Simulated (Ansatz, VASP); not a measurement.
Two plane-wave programs on ZnCu

```xyz
2
Lattice="1.5753 -2.1867 0.0000 1.5753 2.1867 0.0000 0.0000 0.0000 4.0776" Properties=species:S:1:pos:R:3 pbc="T T T"
Zn    1.5753    0.0000    2.0388
Cu    0.0000    0.0000    0.0000
```

Alike in both runs: task single point; functional PBEsol; k mesh 18 × 18 × 10; occupations gaussian, width 0.1 eV; no spin polarisation.

|  | VASP | Ansatz |
| --- | --- | --- |
| version | VASP 6.6.1 | Ansatz 0.2.0 |
| potentials or method | VASP PAW PBE potentials, release 64 (Zn, Cu), cutoff 520 eV | scalar-relativistic, plane waves, PAW |
| valence electrons in the cell | 23 | 31 |

|  | VASP | Ansatz | Ansatz less VASP |
| --- | --- | --- | --- |
| gap on the k mesh at the Fermi level (eV) | none | none | - |
| pressure (GPa) | -12.0 | -12.2 | -0.29 |
| traceless stress, the component that is largest in VASP (GPa) | -3.24 | -3.20 | +0.042 |

VASP's potentials were made for PBE, not for PBEsol. A gap of «none» marks a metal or a gap that the smearing closes. The functional is the same, so the differences come from potentials, cutoffs and numerics. VASP's potentials hold 23 valence electrons a cell and Ansatz's 31, so a difference there can come from the potentials and not from the codes.
